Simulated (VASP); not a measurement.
# Ti16Si in VASP: single point with PBE

Aim: the single point of Ti16Si with PBE.

Everything below comes from runs of VASP 6.6.1. Logs are shortened: lines on timing, memory, paths and dates and some standing lists are left out, and cuts for length are marked.

## 1. The cell of the first run

The cell holds a slab with vacuum, 17 atoms: a = 6.511 Å, b = 6.511 Å, c = 20.179 Å, α = 90.00°, β = 90.00°, γ = 90.00°.

## 2. Single point, PBE

INCAR

```
SYSTEM = Ti16Si
ALGO = Normal
DIPOL = 0.5 0.5 0.329
EDIFF = 1E-7
ENCUT = 520
GGA = PE
IDIPOL = 3
ISIF = 2
ISMEAR = 0
LASPH = .TRUE.
LCHARG = .FALSE.
LDIPOL = .TRUE.
LREAL = Auto
LWAVE = .FALSE.
NBANDS = 112
NELM = 60
PREC = Accurate
SIGMA = 0.1
```

KPOINTS

```
k-points
0
G
  4 4 1
  0 0 0
```

POSCAR

```
Ti16Si
1.0
    6.5106718524      0.0000000000      0.0000000000
    0.0000000000      6.5106718524      0.0000000000
    0.0000000000      0.0000000000     20.1793683656
Ti Si
16 1
Direct
    0.2500000000      0.2500000000      0.1982222599
    0.2500000000      0.7500000000      0.1982222599
    0.7500000000      0.2500000000      0.1982222599
    0.7500000000      0.7500000000      0.1982222599
    0.0000000000      0.0000000000      0.2788822654
    0.0000000000      0.5000000000      0.2788822654
    0.5000000000      0.0000000000      0.2788822654
    0.5000000000      0.5000000000      0.2788822654
    0.2500000000      0.2500000000      0.3551865505
    0.2500000000      0.7500000000      0.3551865505
    0.7500000000      0.2500000000      0.3551865505
    0.7500000000      0.7500000000      0.3551865505
    0.0000000000      0.0000000000      0.4301110029
    0.0000000000      0.5000000000      0.4301110029
    0.5000000000      0.0000000000      0.4301110029
    0.5000000000      0.5000000000      0.4301110029
    0.0625000000      0.0625000000      0.5438620217
```

Potentials or basis: VASP PAW PBE potentials, release 64 (Ti_sv, Si).

Command:

```sh
$ cat potpaw_PBE.64/Ti_sv/POTCAR potpaw_PBE.64/Si/POTCAR > POTCAR
$ mpirun -np 1 vasp_std > vasp.out
```

OUTCAR:

```text
SYSTEM = Ti16Si
   EDIFF = 1E-7
   ENCUT = 520
   GGA = PE
   ISIF = 2
   ISMEAR = 0
   LASPH = .TRUE.
   LREAL = Auto
   NELM = 60
   PREC = Accurate

 ion  position               nearest neighbor table
   1  0.250  0.250  0.198-   5 2.82   6 2.82   7 2.82   8 2.82
   2  0.250  0.750  0.198-   5 2.82   6 2.82   7 2.82   8 2.82
   3  0.750  0.250  0.198-   5 2.82   6 2.82   7 2.82   8 2.82
   4  0.750  0.750  0.198-   5 2.82   6 2.82   7 2.82   8 2.82
   5  0.000  0.000  0.279-   9 2.77  10 2.77  11 2.77  12 2.77   1 2.82   2 2.82   3 2.82   4 2.82
[... 11 lines left out ...]
  11  0.750  0.250  0.355-  13 2.75  14 2.75  15 2.75  16 2.75   5 2.77   6 2.77   7 2.77   8 2.77

  12  0.750  0.750  0.355-  13 2.75  14 2.75  15 2.75  16 2.75   5 2.77   6 2.77   7 2.77   8 2.77

  13  0.000  0.000  0.430-  17 2.37  10 2.75  11 2.75  12 2.75   9 2.75
  14  0.000  0.500  0.430-   9 2.75  10 2.75  11 2.75  12 2.75
  15  0.500  0.000  0.430-   9 2.75  10 2.75  11 2.75  12 2.75
  16  0.500  0.500  0.430-   9 2.75  10 2.75  11 2.75  12 2.75
  17  0.062  0.062  0.544-  13 2.37

  LATTYP: Found a simple tetragonal cell.
 ALAT       =     6.5106718524
 C/A-ratio  =     3.0994294941

  Lattice vectors:

 A1 = (   6.5106718524,   0.0000000000,   0.0000000000)
 A2 = (   0.0000000000,   6.5106718524,   0.0000000000)
 A3 = (   0.0000000000,   0.0000000000,  20.1793683656)

Analysis of symmetry for initial positions (statically):
=====================================================================
 Subroutine PRICEL returns:
 Original cell was already a primitive cell.

 Routine SETGRP: Setting up the symmetry group for a
 simple tetragonal supercell.

 Subroutine GETGRP returns: Found  2 space group operations
 (whereof  2 operations were pure point group operations)
 out of a pool of 16 trial point group operations.

The static configuration has the point symmetry C_1h.

Analysis of symmetry for dynamics (positions and initial velocities):
=====================================================================
 Subroutine PRICEL returns:
 Original cell was already a primitive cell.

 Routine SETGRP: Setting up the symmetry group for a
 simple tetragonal supercell.

 Subroutine GETGRP returns: Found  2 space group operations
 (whereof  2 operations were pure point group operations)
 out of a pool of 16 trial point group operations.

The dynamic configuration has the point symmetry C_1h.

 Subroutine INISYM returns: Found  2 space group operations
 (whereof  2 operations are pure point group operations),
 and found     1 'primitive' translations

----------------------------------------------------------------------------------------

                                     Primitive cell
[... 120 lines left out ...]
   IALGO  =     38    algorithm
   IMIX   =      4    mixing-type and parameters
     AMIX     =   0.40;   BMIX     =  1.00
     AMIX_MAG =   1.60;   BMIX_MAG =  1.00
  volume/ion in A,a.u.               =      50.32       339.55
  Fermi-wavevector in a.u.,A,eV,Ry     =   1.001783  1.893096 13.654396  1.003570
  Thomas-Fermi vector in A             =   2.134228
   LORBIT       =      0    0 simple, 1 ext, 2 COOP (PROOUT), +10 PAW based schemes
   GGA     = PE    functional components
   LHFCALC =     F    Hartree Fock is set to
   AEXX    =    0.0000 exact exchange contribution
   IVDW    =     0    specifies the selected vdW correction
   LEPSILON=     F    determine dielectric tensor
   LRPA    =     F    only Hartree local field effects (RPA)
 non-spin polarized calculation
 Gauss-broadening in eV      SIGMA  =   0.10
  energy-cutoff  :      520.00
  volume of cell :      855.38
 maximum number of plane-waves:     23060
   NGX = 25   NGY = 25   NGZ = 75

 dipolmoment           0.000000      0.000000     -0.031921 electrons x Angstroem

 number of electron     196.0000094 magnetization

 dipolmoment           0.000000      0.000000      0.307868 electrons x Angstroem

 Free energy of the ion-electron system (eV)
  ---------------------------------------------------
  ext. energy  EPLUGINS =         0.00000000
  ---------------------------------------------------
  free energy    TOTEN  =      -119.17176484 eV

  energy without entropy =     -118.99377205  energy(sigma->0) =     -119.08276845

 E-fermi :   0.4341     XC(G=0):  -5.0841

 val. band max:        0.4150230509   @ k =   0.5000   0.2500   0.0000
 cond. band min:       0.4383366514   @ k =   0.5000   0.2500   0.0000
 fundamental gap:      0.0233136006
 Fermi energy:         0.4340606547

 k-point     1 :       0.0000    0.0000    0.0000
  band No.  band energies     occupation
      1     -56.6534      2.00000
      2     -56.6406      2.00000
      3     -56.6383      2.00000
      4     -56.6296      2.00000
      5     -56.5603      2.00000
      6     -56.5508      2.00000
[... 780 lines left out ...]
    109       1.0807      0.00000
    110       1.0990      0.00000
 [bands above 110 left out]

------------------------ aborting loop because EDIFF is reached ----------------------------------------

 vacuum level on the upper side and lower side of the slab       (xc-potential included)         0.436        -0.791

  FORCE on cell =-STRESS in cart. coord.  units (eV):
  Direction    XX          YY          ZZ          XY          YZ          ZX
  --------------------------------------------------------------------------------------
  -------------------------------------------------------------------------------------
  Total      -12.6906631    -12.6906631     -3.0898789      0.1465959      0.7249754      0.7249749
  in kB      -23.7703577    -23.7703577     -5.7875248      0.2745828      1.3579215      1.3579207
  external PRESSURE =     -17.7760800 kB  Pullay stress =       0.0000000 kB

 VOLUME and BASIS-vectors are now :
 -----------------------------------------------------------------------------
  energy-cutoff  :      520.00
  volume of cell :      855.38
      direct lattice vectors                 reciprocal lattice vectors
     6.510671852  0.000000000  0.000000000     0.153593980  0.000000000  0.000000000
     0.000000000  6.510671852  0.000000000     0.000000000  0.153593980  0.000000000
     0.000000000  0.000000000 20.179368366     0.000000000  0.000000000  0.049555565

 POSITION                                       TOTAL-FORCE (eV/Angst)
 -----------------------------------------------------------------------------------
      1.62767      1.62767      4.00000        -0.018638     -0.018638      0.496317
      1.62767      4.88300      4.00000        -0.016476     -0.002124      0.504370
      4.88300      1.62767      4.00000        -0.002124     -0.016476      0.504370
      4.88300      4.88300      4.00000        -0.002054     -0.002054      0.509406
      0.00000      0.00000      5.62767         0.062399      0.062399     -0.682651
      0.00000      3.25534      5.62767         0.007275     -0.001060     -0.441405
[... 9 lines left out ...]
      3.25534      3.25534      8.67937         0.094655      0.094655      0.027145
      0.40692      0.40692     10.97479         0.374547      0.374547     -0.008507
 -----------------------------------------------------------------------------------
    total drift:                                0.000673      0.000673      0.137593

  FREE ENERGIE OF THE ION-ELECTRON SYSTEM (eV)
  ---------------------------------------------------
  free  energy   TOTEN  =      -119.1717648444 eV

  energy  without entropy=     -118.9937720483  energy(sigma->0) =     -119.08276845

 vacuum level on the upper side and lower side of the slab         4.747         3.483
```

Wall time 29 min (1 thread of AMD EPYC 9R45 (Zen 5), shared host); peak memory 0.91 GiB.

Results:

* Free energy: -119.1718 eV
* Largest force: 0.795 eV/Å
* Band gap on the k mesh: zero (bands 98 and 99 overlap by 0.12 eV)

Forces on the atoms (eV/Å):
```
Ti  -0.019 -0.019  0.496
Ti  -0.016 -0.002  0.504
Ti  -0.002 -0.016  0.504
Ti  -0.002 -0.002  0.509
Ti   0.062  0.062 -0.683
Ti   0.007 -0.001 -0.441
Ti  -0.001  0.007 -0.441
Ti  -0.025 -0.025 -0.482
Ti   0.284  0.284 -0.131
Ti   0.308 -0.243 -0.146
Ti  -0.243  0.308 -0.146
Ti  -0.227 -0.227 -0.116
Ti  -0.300 -0.300 -0.672
Ti  -0.063 -0.232  0.613
Ti  -0.232 -0.063  0.613
Ti   0.095  0.095  0.027
Si   0.375  0.375 -0.009
```

The gap in the log of VASP goes by the Fermi energy; the results here count the filled bands.